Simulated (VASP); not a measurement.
# MgO (I4mm) in VASP: a series of runs

Runs on MgO. Level: r2SCAN. Tasks: single point.

Program: VASP 6.6.1. These are calculated values, not measurements. Logs are shortened: lines on timing, memory, paths and dates and some standing lists are left out, and cuts for length are marked.

**1. The cell of the first run**

The structure is tetragonal, space group I4mm (No. 107). Conventional cell: a = 3.020 Å, b = 3.020 Å, c = 4.270 Å, α = 90.00°, β = 90.00°, γ = 90.00°. Mg (site symmetry 4mm) has 6 O at 2.01 to 2.26 Å within 2.7 Å. O (site symmetry 4mm) has 6 Mg at 2.01 to 2.26 Å within 2.7 Å.

**2. Single point, r2SCAN (all Mg atoms moved +0.125 Å, as atom 1 along Cartesian [0 1 0])**

POSCAR

```
MgO
1.0
    0.0000000000      2.1351500000      2.1351500000
    2.1351500000      0.0000000000      2.1351500000
    2.1351500000      2.1351500000      0.0000000000
Mg O
1 1
Direct
    0.0292719481     -0.0292719481      0.0292719481
    0.5000000000      0.5000000000      0.5000000000
```

INCAR.step1

```
PREC     = Accurate       # precision mode
ENCUT    = 520            # plane-wave cutoff, eV
ISMEAR   = 0              # smearing method
SIGMA    = 0.05           # smearing width, eV
LREAL    = F              # projectors in reciprocal space
LASPH    = T              # aspherical terms in the spheres
NELM     = 80             # most SCF steps
NBANDS   = 11             # bands
GGA      = PE             # functional
ALGO     = Normal         # electronic algorithm
EDIFF    = 1E-4           # SCF threshold, eV
LWAVE    = T              # write WAVECAR
LCHARG   = F              # write CHGCAR
```

INCAR.step2

```
PREC     = Accurate       # precision mode
ENCUT    = 520            # plane-wave cutoff, eV
EDIFF    = 1E-6           # SCF threshold, eV
ISMEAR   = 0              # smearing method
SIGMA    = 0.05           # smearing width, eV
LREAL    = F              # projectors in reciprocal space
LASPH    = T              # aspherical terms in the spheres
NELM     = 80             # most SCF steps
ALGO     = Normal         # electronic algorithm
ISIF     = 2              # what is computed and relaxed
LWAVE    = F              # write WAVECAR
LCHARG   = T              # write CHGCAR
METAGGA  = R2SCAN         # meta-GGA
LMIXTAU  = T            
LELF     = T              # ELF
LVHAR    = T            
NBANDS   = 11             # bands
ISTART   = 1
```

KPOINTS

```
regular mesh
0
Gamma
  10 10 10
```

Potentials or basis: VASP PAW PBE potentials, release 64 (Mg, O).

The run is started by

```sh
> cat potpaw_PBE.64/Mg/POTCAR potpaw_PBE.64/O/POTCAR > POTCAR
> cp INCAR.step1 INCAR
> mpirun -np 1 vasp_std > vasp.out
> cp INCAR.step2 INCAR
> mpirun -np 1 vasp_std > vasp.out
```

OUTCAR:

```text
PREC = Accurate
   ENCUT = 520
   EDIFF = 1E-6
   ISMEAR = 0
   LREAL = F
   LASPH = T
   NELM = 80
   ISIF = 2
   METAGGA = R2SCAN
   ISTART = 1

 ion  position               nearest neighbor table
   1  0.029  0.971  0.029-   2 2.01   2 2.14   2 2.14   2 2.14   2 2.14   2 2.26
   2  0.500  0.500  0.500-   1 2.01   1 2.14   1 2.14   1 2.14   1 2.14   1 2.26

  LATTYP: Found a face centered cubic cell.
 ALAT       =     4.2703000000

  Lattice vectors:

 A1 = (   0.0000000000,   2.1351500000,   2.1351500000)
 A2 = (   2.1351500000,   0.0000000000,   2.1351500000)
 A3 = (   2.1351500000,   2.1351500000,   0.0000000000)

Analysis of symmetry for initial positions (statically):
=====================================================================
 Subroutine PRICEL returns:
 Original cell was already a primitive cell.

 Routine SETGRP: Setting up the symmetry group for a
 face centered cubic supercell.

 Subroutine GETGRP returns: Found  8 space group operations
 (whereof  8 operations were pure point group operations)
 out of a pool of 48 trial point group operations.

The static configuration has the point symmetry C_4v.

Analysis of symmetry for dynamics (positions and initial velocities):
=====================================================================
 Subroutine PRICEL returns:
 Original cell was already a primitive cell.

 Routine SETGRP: Setting up the symmetry group for a
 face centered cubic supercell.

 Subroutine GETGRP returns: Found  8 space group operations
 (whereof  8 operations were pure point group operations)
 out of a pool of 48 trial point group operations.

The dynamic configuration has the point symmetry C_4v.

 Subroutine INISYM returns: Found  8 space group operations
 (whereof  8 operations are pure point group operations),
 and found     1 'primitive' translations

----------------------------------------------------------------------------------------

                                     Primitive cell

  volume of cell :      19.4677

  direct lattice vectors                    reciprocal lattice vectors
     0.000000000  2.135150000  2.135150000    -0.234175585  0.234175585  0.234175585
     2.135150000  0.000000000  2.135150000     0.234175585 -0.234175585  0.234175585
     2.135150000  2.135150000  0.000000000     0.234175585  0.234175585 -0.234175585

  length of vectors
     3.019558088  3.019558088  3.019558088     0.405604011  0.405604011  0.405604011

  position of ions in fractional coordinates (direct lattice)
     0.029271948  0.970728052  0.029271948
     0.500000000  0.500000000  0.500000000

  ion indices of the primitive-cell ions
   primitive index   ion index
                 1           1
                 2           2

----------------------------------------------------------------------------------------

 KPOINTS: regular mesh

Automatic generation of k-mesh.
 Grid dimensions read from file:
 generate k-points for:   10   10   10

 Generating k-lattice:

  Cartesian coordinates                     Fractional coordinates (reciprocal lattice)
    -0.023417558  0.023417558  0.023417558     0.100000000  0.000000000  0.000000000
     0.023417558 -0.023417558  0.023417558     0.000000000  0.100000000  0.000000000
     0.023417558  0.023417558 -0.023417558     0.000000000  0.000000000  0.100000000

  Length of vectors
     0.040560401  0.040560401  0.040560401

  Shift w.r.t. Gamma in fractional coordinates (k-lattice)
     0.000000000  0.000000000  0.000000000

 Subroutine IBZKPT returns following result:
 ===========================================

 Found    102 irreducible k-points:

 Following reciprocal coordinates:
            Coordinates               Weight
  0.000000  0.000000  0.000000      1.000000
  0.100000  0.000000  0.000000      8.000000
  0.200000  0.000000  0.000000      8.000000
  0.300000  0.000000  0.000000      8.000000
  0.400000  0.000000  0.000000      8.000000
  0.500000  0.000000  0.000000      4.000000
[... 16 lines left out ...]
 -0.100000  0.100000  0.000000      8.000000
  0.100000  0.000000 -0.100000      4.000000
 [... further k-points ...]
   k-points           NKPTS =    102   k-points in BZ     NKDIM =    102   number of bands    NBANDS=     11
   number of dos      NEDOS =    301   number of ions     NIONS =      2
   total plane-waves  NPLWV =  13824
   dimension x,y,z NGX =    24 NGY =   24 NGZ =   24
   dimension x,y,z NGXF=    48 NGYF=   48 NGZF=   48
   ions per type =               1   1
   NGX,Y,Z   is equivalent  to a cutoff of  13.21, 13.21, 13.21 a.u.
   NGXF,Y,Z  is equivalent  to a cutoff of  26.43, 26.43, 26.43 a.u.
 SYSTEM =  unknown system
   PREC   = accura    normal or accurate (medium, high low for compatibility)
   ISTART =      1    job   : 0-new  1-cont  2-samecut
   ICHARG =      0    charge: 1-file 2-atom 10-const
   ISPIN  =      1    spin polarized calculation?
   LNONCOLLINEAR =      F non collinear calculations
[... 63 lines left out ...]
      3       2.4676      2.00000
      4       2.4676      2.00000
      5       7.6604      0.00000
      6      19.0979      0.00000
      7      19.1259      0.00000
      8      19.1259      0.00000
      9      23.0582      0.00000
     10      24.8300      0.00000
     11      24.8694      0.00000

 k-point     2 :       0.1000    0.0000    0.0000
  band No.  band energies     occupation
      1     -15.4271      2.00000
      2       1.8404      2.00000
      3       2.3954      2.00000
      4       2.4044      2.00000
      5       8.2750      0.00000
      6      17.8529      0.00000
      7      19.3457      0.00000
      8      19.3567      0.00000
      9      24.0455      0.00000
     10      24.0855      0.00000
     11      24.7160      0.00000

 k-point     3 :       0.2000    0.0000    0.0000
  band No.  band energies     occupation
      1     -15.1644      2.00000
      2       0.5742      2.00000
      3       2.2346      2.00000
      4       2.2438      2.00000
      5       9.4912      0.00000
      6      16.3096      0.00000
      7      19.7790      0.00000
      8      19.7976      0.00000
      9      23.3486      0.00000
     10      23.4189      0.00000
     11      25.5442      0.00000

 k-point     4 :       0.3000    0.0000    0.0000
  band No.  band energies     occupation
      1     -14.8138      2.00000
      2      -0.6945      2.00000
      3       2.0449      2.00000
      4       2.0543      2.00000
      5      10.4998      0.00000
      6      15.5562      0.00000
      7      19.8363      0.00000
      8      19.8399      0.00000
      9      23.8597      0.00000
     10      23.8971      0.00000
     11      24.9564      0.00000

 k-point     5 :       0.4000    0.0000    0.0000
  band No.  band energies     occupation
      1     -14.5047      2.00000
      2      -1.6134      2.00000
      3       1.8979      2.00000
      4       1.9073      2.00000
      5      10.9315      0.00000
      6      15.5767      0.00000
      7      19.5769      0.00000
      8      19.6209      0.00000
      9      24.3265      0.00000
     10      25.1899      0.00000
     11      25.2845      0.00000
[... 211 lines left out ...]
 k-point    21 :      -0.2000    0.1000    0.0000
  band No.  band energies     occupation
      1     -14.9855      2.00000
      2       0.0605      2.00000
      3       1.8371      2.00000
      4       2.1988      2.00000
      5      10.2531      0.00000
      6      15.7168      0.00000
      7      19.2397      0.00000
      8      20.4045      0.00000
      9      22.1665      0.00000
     10      24.2917      0.00000
     11      26.5324      0.00000

 k-point    22 :       0.1000    0.0000   -0.2000
  band No.  band energies     occupation
      1     -14.9856      2.00000
      2       0.0543      2.00000
      3       1.8366      2.00000
      4       2.2069      2.00000
      5      10.2695      0.00000
      6      15.6881      0.00000
      7      19.3034      0.00000
      8      20.3334      0.00000
      9      22.0808      0.00000
     10      24.3063      0.00000
     11      26.6888      0.00000

 k-point    23 :      -0.1000    0.1000    0.0000
  band No.  band energies     occupation
      1     -15.2761      2.00000
      2       1.1542      2.00000
      3       2.1494      2.00000
      4       2.3518      2.00000
      5       9.0719      0.00000
      6      16.7796      0.00000
      7      19.4427      0.00000
      8      19.7911      0.00000
      9      22.7437      0.00000
     10      24.1842      0.00000
     11      26.1443      0.00000

 k-point    24 :       0.1000    0.0000   -0.1000
  band No.  band energies     occupation
      1     -15.2761      2.00000
      2       1.1504      2.00000
      3       2.1441      2.00000
      4       2.3594      2.00000
      5       9.0835      0.00000
      6      16.7630      0.00000
      7      19.4638      0.00000
      8      19.7759      0.00000
      9      22.6562      0.00000
     10      24.1926      0.00000
     11      26.2563      0.00000

 [... further k-points ...]

------------------------ aborting loop because EDIFF is reached ----------------------------------------

  FORCE on cell =-STRESS in cart. coord.  units (eV):
  Direction    XX          YY          ZZ          XY          YZ          ZX
  --------------------------------------------------------------------------------------
  -------------------------------------------------------------------------------------
  Total       -1.0260975     -0.4240937     -1.0260975     -0.0000000      0.0000000      0.0000000
  in kB      -84.4469628    -34.9025557    -84.4469628     -0.0000000      0.0000000      0.0000000
  external PRESSURE =     -67.9321604 kB  Pullay stress =       0.0000000 kB

 VOLUME and BASIS-vectors are now :
 -----------------------------------------------------------------------------
  energy-cutoff  :      520.00
  volume of cell :       19.47
      direct lattice vectors                 reciprocal lattice vectors
     0.000000000  2.135150000  2.135150000    -0.234175585  0.234175585  0.234175585
     2.135150000  0.000000000  2.135150000     0.234175585 -0.234175585  0.234175585
     2.135150000  2.135150000  0.000000000     0.234175585  0.234175585 -0.234175585

 POSITION                                       TOTAL-FORCE (eV/Angst)
 -----------------------------------------------------------------------------------
      2.13515      0.12500      2.13515         0.000000     -0.630432      0.000000
      2.13515      2.13515      2.13515         0.000000      0.630432      0.000000
 -----------------------------------------------------------------------------------
    total drift:                                0.000002     -0.003842      0.000002

  FREE ENERGIE OF THE ION-ELECTRON SYSTEM (eV)
  ---------------------------------------------------
  free  energy   TOTEN  =       -16.0985366978 eV

  energy  without entropy=      -16.0985366978  energy(sigma->0) =      -16.09853670
```

It took 24 s on 1 thread of Intel Xeon 6975P-C (Granite Rapids), shared host; peak memory 0.16 GiB.

Results:

- Free energy: -16.0985 eV
- Pressure: -6.8 GPa
- Largest force: 0.630 eV/Å
- Band gap on the k mesh: 5.19 eV, direct

Forces in eV/Å, atoms in the order of the input:
```
Mg   0.000 -0.630  0.000
O    0.000  0.630  0.000
```

Caveat: the cell differs from its parent crystal (all Mg atoms moved +0.125 Å, as atom 1 along Cartesian [0 1 0]); the PAW data sets were made with another functional, which shifts forces and pressure a little.

**3. Single point, r2SCAN (all Mg atoms moved +0.062 Å, as atom 1 along Cartesian [0 1 0])**

Edit POSCAR of step 2 so:

```diff
@@ -8,3 +8,3 @@
 Direct
-    0.0292719481     -0.0292719481      0.0292719481
+    0.0146359741     -0.0146359741      0.0146359741
     0.5000000000      0.5000000000      0.5000000000
```

INCAR.step1

```
ALGO = Normal
EDIFF = 1E-4
ENCUT = 520
GGA = PE
ISMEAR = 0
LASPH = T
LCHARG = F
LREAL = F
LWAVE = T
NBANDS = 11
NELM = 60
PREC = Accurate
SIGMA = 0.05
```

INCAR.step2

```
ALGO = Normal
EDIFF = 1E-6
ENCUT = 520
ISIF = 2
ISMEAR = 0
ISTART = 1
LASPH = T
LCHARG = F
LMIXTAU = T
LREAL = F
LWAVE = F
METAGGA = R2SCAN
NBANDS = 11
NELM = 60
PREC = Accurate
SIGMA = 0.05
```

KPOINTS

```
k-points
0
Gamma
  10 10 10
```

Potentials or basis: VASP PAW PBE potentials, release 64 (Mg, O).

The run is started by

```sh
> cat potpaw_PBE.64/Mg/POTCAR potpaw_PBE.64/O/POTCAR > POTCAR
> cp INCAR.step1 INCAR
> mpirun -np 1 vasp_std > vasp.out
> cp INCAR.step2 INCAR
> mpirun -np 1 vasp_std > vasp.out
```

Wall time 24 s (1 thread of Intel Xeon 6975P-C (Granite Rapids), shared host); peak memory 0.16 GiB.

Results (log left out):

| Item | Value |
| --- | --- |
| Free energy | -16.1268 eV |
| Pressure | -7.8 GPa |
| Largest force | 0.289 eV/Å |
| Band gap on the k mesh | 5.20 eV, direct |

Forces on the atoms (eV/Å):
```
Mg   0.000 -0.289  0.000
O    0.000  0.289  0.000
```

Stress tensor (GPa, compression positive):
```
-8.25  0.00  0.00
 0.00 -7.03  0.00
 0.00  0.00 -8.25
```

Levels at points of the mesh, in eV from the valence-band top:
| k point | band 2 | band 3 | band 4 | band 5 | band 6 | band 7 |
| --- | --- | --- | --- | --- | --- | --- |
| (0.00, 0.00, 0.00) | -0.01 | 0.00 | 0.00 | 5.20 | 16.60 | 16.61 |
| (0.50, 0.00, 0.00) | -4.43 | -0.63 | -0.62 | 8.53 | 13.30 | 16.99 |
| (0.50, 0.50, 0.00) | -3.93 | -1.32 | -1.32 | 9.98 | 10.59 | 13.84 |
| (0.50, 0.00, 0.50) | -3.93 | -1.31 | -1.31 | 9.97 | 10.58 | 13.84 |

Caveat: the cell differs from its parent crystal (all Mg atoms moved +0.062 Å, as atom 1 along Cartesian [0 1 0]); the PAW data sets were made with another functional, which shifts forces and pressure a little.

**4. Single point, r2SCAN (all Mg atoms moved +0.125 Å, as atom 1 along Cartesian [0 1 0])**

Edit POSCAR of step 3 so:

```diff
@@ -8,3 +8,3 @@
 Direct
-    0.0146359741     -0.0146359741      0.0146359741
+    0.0292719481     -0.0292719481      0.0292719481
     0.5000000000      0.5000000000      0.5000000000
```

INCAR.step1

```
PREC     = Accurate       # precision mode
ENCUT    = 660            # plane-wave cutoff, eV
ISMEAR   = 0              # smearing method
SIGMA    = 0.05           # smearing width, eV
LREAL    = F              # projectors in reciprocal space
LASPH    = T              # aspherical terms in the spheres
NELM     = 120            # most SCF steps
NBANDS   = 15             # bands
GGA      = PE             # functional
ALGO     = Normal         # electronic algorithm
EDIFF    = 1E-5           # SCF threshold, eV
LWAVE    = T              # write WAVECAR
LCHARG   = F              # write CHGCAR
GGA_COMPAT= F
```

INCAR.step2

```
PREC     = Accurate       # precision mode
ENCUT    = 660            # plane-wave cutoff, eV
EDIFF    = 1E-6           # SCF threshold, eV
ISMEAR   = 0              # smearing method
SIGMA    = 0.05           # smearing width, eV
LREAL    = F              # projectors in reciprocal space
LASPH    = T              # aspherical terms in the spheres
NELM     = 120            # most SCF steps
ALGO     = Normal         # electronic algorithm
ISIF     = 2              # what is computed and relaxed
LWAVE    = F              # write WAVECAR
LCHARG   = T              # write CHGCAR
METAGGA  = R2SCAN         # meta-GGA
LMIXTAU  = T            
LELF     = T              # ELF
LVHAR    = T            
NBANDS   = 15             # bands
ISTART   = 1            
GGA_COMPAT= F
```

KPOINTS

```
regular mesh
0
Gamma
  10 10 10
```

Potentials or basis: VASP PAW PBE potentials, release 64 (Mg_sv, O).

The run is started by

```sh
> cat potpaw_PBE.64/Mg_sv/POTCAR potpaw_PBE.64/O/POTCAR > POTCAR
> cp INCAR.step1 INCAR
> mpirun -np 1 vasp_std > vasp.out
> cp INCAR.step2 INCAR
> mpirun -np 1 vasp_std > vasp.out
```

Run time: 80 s. Hardware: 1 thread of Intel Xeon 6975P-C (Granite Rapids), shared host; peak memory 0.18 GiB.

It converged, with:

| Property | Result |
| --- | --- |
| Free energy | -16.1194 eV |
| Pressure | -6.1 GPa |
| Largest force | 0.639 eV/Å |
| Band gap on the k mesh | 5.25 eV, direct |

Forces on the atoms (eV/Å):
```
Mg   0.000 -0.639  0.000
O    0.000  0.639  0.000
```

Stress tensor (GPa, compression positive):
```
-7.73  0.00  0.00
 0.00 -2.77  0.00
 0.00  0.00 -7.73
```

Levels at points of the mesh, in eV from the valence-band top:
```csv
k point,band 4,band 5,band 6,band 7,band 8,band 9,band 10,band 11,band 12,band 13
"(0.00, 0.00, 0.00)",-40.19,-17.98,-0.02,0.00,0.00,5.25,16.66,16.68,16.68,20.58
"(0.50, 0.00, 0.00)",-40.20,-16.81,-4.40,-0.63,-0.62,8.57,13.30,17.07,17.13,21.84
"(0.50, 0.50, 0.00)",-40.22,-16.61,-3.90,-1.31,-1.30,10.03,10.66,13.88,19.80,19.93
"(0.50, 0.00, 0.50)",-40.22,-16.61,-3.88,-1.30,-1.30,9.99,10.63,13.89,19.84,19.84
```

Caveat: the cell differs from its parent crystal (all Mg atoms moved +0.125 Å, as atom 1 along Cartesian [0 1 0]); the PAW data sets were made with another functional, which shifts forces and pressure a little.

**5. Single point, r2SCAN (all Mg atoms moved +0.062 Å, as atom 1 along Cartesian [0 1 0])**

Edit POSCAR of step 4 so:

```diff
@@ -8,3 +8,3 @@
 Direct
-    0.0292719481     -0.0292719481      0.0292719481
+    0.0146359741     -0.0146359741      0.0146359741
     0.5000000000      0.5000000000      0.5000000000
```

INCAR.step1

```
ALGO = Normal
EDIFF = 1E-5
ENCUT = 660
GGA = PE
GGA_COMPAT = F
ISMEAR = 0
LASPH = T
LCHARG = F
LREAL = F
LWAVE = T
NBANDS = 15
NELM = 120
PREC = Accurate
SIGMA = 0.05
```

INCAR.step2

```
ALGO = Normal
EDIFF = 1E-6
ENCUT = 660
GGA_COMPAT = F
ISIF = 2
ISMEAR = 0
ISTART = 1
LASPH = T
LCHARG = F
LMIXTAU = T
LREAL = F
LWAVE = F
METAGGA = R2SCAN
NBANDS = 15
NELM = 120
PREC = Accurate
SIGMA = 0.05
```

KPOINTS

```
k-points
0
Gamma
  10 10 10
```

The run is started by

```sh
> cat potpaw_PBE.64/Mg_sv/POTCAR potpaw_PBE.64/O/POTCAR > POTCAR
> cp INCAR.step1 INCAR
> mpirun -np 1 vasp_std > vasp.out
> cp INCAR.step2 INCAR
> mpirun -np 1 vasp_std > vasp.out
```

It took 2.2 min on 1 thread of AMD EPYC 9R45 (Zen 5), shared host; peak memory 0.15 GiB.

It converged, with:

* Free energy: -16.1491 eV
* Pressure: -7.0 GPa
* Largest force: 0.278 eV/Å
* Band gap on the k mesh: 5.25 eV, direct

Forces on the atoms (eV/Å):
```
Mg   0.000 -0.278  0.000
O    0.000  0.278  0.000
```

Stress tensor (GPa, compression positive):
```
-7.34  0.00  0.00
 0.00 -6.33  0.00
 0.00  0.00 -7.34
```

Levels at points of the mesh, in eV from the valence-band top:
```
           k point  band 5  band 6  band 7  band 8  band 9  band 10  band 11  band 12
(0.00, 0.00, 0.00)  -17.98   -0.01    0.00    0.00    5.25    16.63    16.63    16.63
(0.50, 0.00, 0.00)  -16.81   -4.41   -0.63   -0.63    8.56    13.35    17.07    17.09
(0.50, 0.50, 0.00)  -16.61   -3.91   -1.31   -1.31    9.99    10.71    13.86    19.81
(0.50, 0.00, 0.50)  -16.61   -3.90   -1.31   -1.31    9.98    10.70    13.87    19.82
```

Caveat: the cell differs from its parent crystal (all Mg atoms moved +0.062 Å, as atom 1 along Cartesian [0 1 0]); the PAW data sets were made with another functional, which shifts forces and pressure a little.
